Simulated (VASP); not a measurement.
# AlNi (Cmmm) in VASP: single point with r2SCAN

Aim: the single point of AlNi with r2SCAN.

All numbers are computed with VASP 6.6.1; they aren't measurements. Logs are shortened: lines on timing, memory, paths and dates and some standing lists are left out, and cuts for length are marked.

### 1 The cell of the first run

Symmetry: Cmmm, No. 65, orthorhombic system. Conventional cell: a = 4.093 Å, b = 4.124 Å, c = 2.781 Å, α = 90.00°, β = 90.00°, γ = 90.00°. Within 3.3 Å of Al (site symmetry mmm) lie 8 Ni at 2.47 to 2.49 Å and 6 Al at 2.78 to 2.91 Å. Within 3.3 Å of Ni (site symmetry mmm) lie 8 Al at 2.47 to 2.49 Å and 6 Ni at 2.78 to 2.91 Å.

### 2 Single point, r2SCAN

The input, POSCAR:

```
AlNi
1.0
    2.0466156511     -2.0619187610      0.0000000000
    2.0466156511      2.0619187610      0.0000000000
    0.0000000000      0.0000000000      2.7811716172
Al Ni
1 1
Direct
    0.0000000000      0.0000000000      0.0000000000
    0.5000000000      0.5000000000      0.5000000000
```

The input, INCAR.step1:

```
SYSTEM = AlNi
PREC     = Accurate       ! precision mode
ENCUT    = 520            ! plane-wave cutoff, eV
ISMEAR   = 0              ! smearing method
SIGMA    = 0.15           ! smearing width, eV
LREAL    = .FALSE.        ! projectors in reciprocal space
LASPH    = .TRUE.         ! aspherical terms in the spheres
NELM     = 60             ! most SCF steps
NBANDS   = 14             ! bands
GGA      = PE             ! functional
ALGO     = Normal         ! electronic algorithm
EDIFF    = 1E-4           ! SCF threshold, eV
LWAVE    = .TRUE.         ! write WAVECAR
LCHARG   = .FALSE.        ! write CHGCAR
```

The input, INCAR.step2:

```
SYSTEM = AlNi
PREC     = Accurate       ! precision mode
ENCUT    = 520            ! plane-wave cutoff, eV
EDIFF    = 1E-7           ! SCF threshold, eV
ISMEAR   = 0              ! smearing method
SIGMA    = 0.15           ! smearing width, eV
LREAL    = .FALSE.        ! projectors in reciprocal space
LASPH    = .TRUE.         ! aspherical terms in the spheres
NELM     = 60             ! most SCF steps
ALGO     = Normal         ! electronic algorithm
ISIF     = 2              ! what is computed and relaxed
LWAVE    = .FALSE.        ! write WAVECAR
LCHARG   = .TRUE.         ! write CHGCAR
METAGGA  = R2SCAN         ! meta-GGA
LMIXTAU  = .TRUE.       
LELF     = .TRUE.         ! ELF
LVHAR    = .TRUE.       
NBANDS   = 14             ! bands
ISTART   = 1
```

The input, KPOINTS:

```
Automatic mesh
0
G
  20 20 18
  0 0 0
```

Potentials or basis: VASP PAW PBE potentials, release 64 (Al, Ni).

On the command line:

```bash
$ cat potpaw_PBE.64/Al/POTCAR potpaw_PBE.64/Ni/POTCAR > POTCAR
$ cp INCAR.step1 INCAR
$ mpirun -np 1 vasp_std > vasp.out
$ cp INCAR.step2 INCAR
$ mpirun -np 1 vasp_std > vasp.out
```

OUTCAR:

```text
SYSTEM = AlNi
   PREC = Accurate
   ENCUT = 520
   EDIFF = 1E-7
   ISMEAR = 0
   LREAL = .FALSE.
   LASPH = .TRUE.
   NELM = 60
   ISIF = 2
   METAGGA = R2SCAN
   ISTART = 1

 ion  position               nearest neighbor table
   1  0.000  0.000  0.000-   2 2.47   2 2.47   2 2.47   2 2.47   2 2.49   2 2.49   2 2.49   2 2.49

   2  0.500  0.500  0.500-   1 2.47   1 2.47   1 2.47   1 2.47   1 2.49   1 2.49   1 2.49   1 2.49

  LATTYP: Found a base centered orthorhombic cell.
 ALAT       =     4.0932313022
 B/A-ratio  =     1.0074772759
 C/A-ratio  =     0.6794562564

  Lattice vectors:

 A1 = (   2.0466156511,  -2.0619187610,   0.0000000000)
 A2 = (   2.0466156511,   2.0619187610,   0.0000000000)
 A3 = (   0.0000000000,   0.0000000000,   2.7811716172)

Analysis of symmetry for initial positions (statically):
=====================================================================
 Subroutine PRICEL returns:
 Original cell was already a primitive cell.

 Routine SETGRP: Setting up the symmetry group for a
 base centered orthorhombic supercell.

 Subroutine GETGRP returns: Found  8 space group operations
 (whereof  8 operations were pure point group operations)
 out of a pool of  8 trial point group operations.

The static configuration has the point symmetry D_2h.

Analysis of symmetry for dynamics (positions and initial velocities):
=====================================================================
 Subroutine PRICEL returns:
 Original cell was already a primitive cell.

 Routine SETGRP: Setting up the symmetry group for a
 base centered orthorhombic supercell.

 Subroutine GETGRP returns: Found  8 space group operations
 (whereof  8 operations were pure point group operations)
 out of a pool of  8 trial point group operations.

The dynamic configuration has the point symmetry D_2h.

 Subroutine INISYM returns: Found  8 space group operations
 (whereof  8 operations are pure point group operations),
 and found     1 'primitive' translations

----------------------------------------------------------------------------------------

                                     Primitive cell

  volume of cell :      23.4728

  direct lattice vectors                    reciprocal lattice vectors
     2.046615651 -2.061918761  0.000000000     0.244305764 -0.242492580  0.000000000
     2.046615651  2.061918761  0.000000000     0.244305764  0.242492580  0.000000000
     0.000000000  0.000000000  2.781171617     0.000000000  0.000000000  0.359560695

  length of vectors
     2.905192696  2.905192696  2.781171617     0.344220798  0.344220798  0.359560695

[... 94 lines left out ...]
   EFERMI =   0.00;   METHOD = LEGACY
   ISMEAR =     0;   SIGMA  =   0.15  broadening in eV -4-tet -1-fermi 0-gaus
   EFERMI_NEDOS =   21; number of points for ismear=-14 and -15
   IALGO  =     38    algorithm
   IMIX   =      4    mixing-type and parameters
     AMIX     =   0.40;   BMIX     =  1.00
     AMIX_MAG =   1.60;   BMIX_MAG =  1.00
  volume/ion in A,a.u.               =      11.74        79.20
  Fermi-wavevector in a.u.,A,eV,Ry     =   1.344417  2.540580 24.591955  1.807458
  Thomas-Fermi vector in A             =   2.472413
   LORBIT       =      0    0 simple, 1 ext, 2 COOP (PROOUT), +10 PAW based schemes
   METAGGA = R2SCAN    functional components
   LHFCALC =     F    Hartree Fock is set to
   AEXX    =    0.0000 exact exchange contribution
   IVDW    =     0    specifies the selected vdW correction
   LEPSILON=     F    determine dielectric tensor
   LRPA    =     F    only Hartree local field effects (RPA)
 non-spin polarized calculation
 Gauss-broadening in eV      SIGMA  =   0.15
  energy-cutoff  :      520.00
  volume of cell :       23.47
 maximum number of plane-waves:       655
 NGX is ok and might be reduce to    24
   NGX = 11   NGY = 11   NGZ = 11

 number of electron      13.0000007 magnetization

 Free energy of the ion-electron system (eV)
  ---------------------------------------------------
  ext. energy  EPLUGINS =         0.00000000
  ---------------------------------------------------
  free energy    TOTEN  =       -20.06329405 eV

  energy without entropy =      -20.05425094  energy(sigma->0) =      -20.05877249

 E-fermi :  10.1326     XC(G=0): -13.1111

 val. band max:       10.1316577188   @ k =   0.3500   0.1500   0.1667
 cond. band min:      10.1334255023   @ k =   0.3000   0.2500   0.4444
 fundamental gap:      0.0017677835
 Fermi energy:        10.1325642556

 k-point     1 :       0.0000    0.0000    0.0000
  band No.  band energies     occupation
      1      -1.7223      2.00000
      2       6.6671      2.00000
      3       6.7189      2.00000
      4       8.4213      2.00000
      5       8.5233      2.00000
      6       8.5422      2.00000
      7      15.5271      0.00000
      8      15.5827      0.00000
      9      17.2694      0.00000
     10      18.3875      0.00000
     11      18.7079      0.00000
     12      25.6042      0.00000
     13      31.6563      0.00000
     14      32.7807      0.00000
[... 377 lines left out ...]
      1       0.5882      2.00000
      2       5.1346      2.00000
      3       7.0921      2.00000
      4       7.7875      2.00000
      5       8.0326      2.00000
      6       8.5813      2.00000
      7       9.7544      1.99964
      8      17.4448      0.00000
      9      19.3322      0.00000
     10      19.9242      0.00000
     11      23.3037      0.00000
     12      24.3613      0.00000
     13      25.2942      0.00000
     14      27.7663      0.00000

 [... further k-points ...]

------------------------ aborting loop because EDIFF is reached ----------------------------------------

  FORCE on cell =-STRESS in cart. coord.  units (eV):
  Direction    XX          YY          ZZ          XY          YZ          ZX
  --------------------------------------------------------------------------------------
  -------------------------------------------------------------------------------------
  Total       -0.0809174     -0.3831992      0.4273046      0.0000000      0.0000000      0.0000000
  in kB       -5.5231500    -26.1558919     29.1663802      0.0000000      0.0000000      0.0000000
  external PRESSURE =      -0.8375539 kB  Pullay stress =       0.0000000 kB

 VOLUME and BASIS-vectors are now :
 -----------------------------------------------------------------------------
  energy-cutoff  :      520.00
  volume of cell :       23.47
      direct lattice vectors                 reciprocal lattice vectors
     2.046615651 -2.061918761  0.000000000     0.244305764 -0.242492580  0.000000000
     2.046615651  2.061918761  0.000000000     0.244305764  0.242492580  0.000000000
     0.000000000  0.000000000  2.781171617     0.000000000  0.000000000  0.359560695

 POSITION                                       TOTAL-FORCE (eV/Angst)
 -----------------------------------------------------------------------------------
      0.00000      0.00000      0.00000         0.000000      0.000000      0.000000
      2.04662      0.00000      1.39059         0.000000      0.000000      0.000000
 -----------------------------------------------------------------------------------
    total drift:                                0.000000     -0.000000     -0.000000

  FREE ENERGIE OF THE ION-ELECTRON SYSTEM (eV)
  ---------------------------------------------------
  free  energy   TOTEN  =       -20.0632940467 eV

  energy  without entropy=      -20.0542509417  energy(sigma->0) =      -20.05877249
```

OSZICAR.step1:

```text
N       E                     dE             d eps       ncg     rms          rms(c)
DAV:   1     0.409575571947E+02    0.40958E+02   -0.53882E+03 31614   0.976E+02
DAV:   2    -0.102174920235E+02   -0.51175E+02   -0.46163E+02 33354   0.180E+02
DAV:   3    -0.119649206839E+02   -0.17474E+01   -0.17309E+01 39306   0.368E+01
DAV:   4    -0.119880510458E+02   -0.23130E-01   -0.23124E-01 36968   0.387E+00
DAV:   5    -0.119887416930E+02   -0.69065E-03   -0.69063E-03 40120   0.728E-01    0.121E+01
DAV:   6    -0.138283289329E+02   -0.18396E+01   -0.45224E+01 36576   0.946E+01    0.156E+01
DAV:   7    -0.105493794625E+02    0.32789E+01   -0.13597E+01 37254   0.565E+01    0.100E+00
DAV:   8    -0.105366589057E+02    0.12721E-01   -0.27465E-01 39354   0.556E+00    0.998E-01
DAV:   9    -0.105229480192E+02    0.13711E-01   -0.44461E-02 39884   0.275E+00    0.188E-01
DAV:  10    -0.105226554219E+02    0.29260E-03   -0.13001E-03 44044   0.481E-01    0.781E-02
DAV:  11    -0.105226522190E+02    0.32029E-05   -0.33114E-05 21528   0.647E-02
   1 F= -.10522652E+02 E0= -.10518047E+02  d E =-.921135E-02
```

It took 28 min on 1 thread of Oxide Virtual Turin-like, shared host; peak memory 0.43 GiB.

Results:

```
Free energy : -20.0633 eV
Pressure    : -0.1 GPa
```

Caveat: the PAW data sets were made with another functional, which shifts forces and pressure a little. Spin polarisation is off, so any magnetic state and its effect on volume and gap are missing.
